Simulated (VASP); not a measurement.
**LaNi2Se2: single point with PBE**

The system is LaNi2Se2.

```xyz
5
Lattice="0.0000 4.2679 0.0000 4.2679 0.0000 0.0000 2.1340 2.1340 -4.9120" Properties=species:S:1:pos:R:3 pbc="T T T"
Se    2.1340    2.1340   -1.2280
Se    4.2679    4.2679   -3.6840
Ni    2.1340    4.2679   -2.4560
Ni    4.2679    2.1340   -2.4560
La    0.0000    0.0000    0.0000
```

```json
{
 "Program": "VASP 6.6.1",
 "Task": "single point",
 "Functional": "PBE",
 "Potentials or basis": "VASP PAW PBE potentials, release 64 (Se, Ni, La)",
 "Cutoff": "520 eV",
 "k mesh": "9 × 9 × 9",
 "Occupations": "fermi-dirac, width 0.1 eV",
 "Spin": "no spin polarisation",
 "Dipole correction": "no",
 "k mesh for the DOS": "14 × 14 × 14",
 "Occupations for the DOS": "tetrahedron",
 "Further INCAR settings": "ALGO = Normal; EDIFF = 1e-06; NBANDS = 30"
}
```

```yaml
Valence_electrons_inside_the_program's_atomic_spheres: Se 3.87; Ni 9.27; La 8.54
```

Levels at points of the mesh, in eV from the Fermi level:
| k point | band 18 | band 19 | band 20 | band 21 | band 22 | band 23 | band 24 | band 25 |
| --- | --- | --- | --- | --- | --- | --- | --- | --- |
| (0.00, 0.00, 0.00) | -1.44 | -1.21 | -0.74 | -0.64 | -0.64 | 1.02 | 1.13 | 1.81 |
| (0.50, 0.00, 0.00) | -1.54 | -0.99 | -0.51 | -0.48 | -0.11 | 0.83 | 1.36 | 1.78 |
| (0.50, 0.50, 0.00) | -1.45 | -1.39 | -0.84 | -0.80 | -0.71 | 1.39 | 1.74 | 1.80 |
| (0.00, 0.00, 0.50) | -1.19 | -0.74 | -0.63 | -0.10 | 0.54 | 0.54 | 1.08 | 1.39 |

It took 11 min on 1 thread of Intel(R) Xeon(R) Platinum 8259CL CPU @ 2.50GHz (Skylake/Cascade Lake), with other jobs on the host, peak memory 0.78 GiB.

Caveat: spin-orbit coupling is left out, which moves the levels of the heavy elements; the run has no spin polarisation, though such a crystal can be magnetic. Spin polarisation is off, so any magnetic state and its effect on volume and gap are missing.
